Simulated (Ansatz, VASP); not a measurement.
## Tc: VASP beside Ansatz

```
Tc
1.0
     0.00000    1.95000    1.95000
     1.95000    0.00000    1.95000
     1.95000    1.95000    0.00000
Tc
1
Direct
  0.00000 0.00000 0.00000
```

Alike in both runs: task single point; functional PBE; k mesh 18 × 18 × 18; occupations fermi-dirac, width 0.03 eV; no spin polarisation; Hubbard terms Tc d U = 3.0 eV.

```csv
,VASP,Ansatz
version,VASP 6.6.1,Ansatz 0.2.0
potentials or method,"VASP PAW PBE potentials, release 64 (Tc_pv), cutoff 520 eV","all-electron LAPW, scalar-relativistic"
```

VASP gave:

```
gap on the k mesh at the Fermi level (eV) : none
pressure (GPa)                            : -7.3
```

Task: Which values does Ansatz return?

Result: gap on the k mesh at the Fermi level (eV): none; pressure (GPa): -7.2.

The programs project onto different local orbitals, so the same U acts differently, and such runs can settle in different states. A gap of «none» marks a metal or a gap that the smearing closes. Ansatz ran all-electron here, and VASP with PAW potentials. Ansatz's warnings: filled band counts differ across k points.
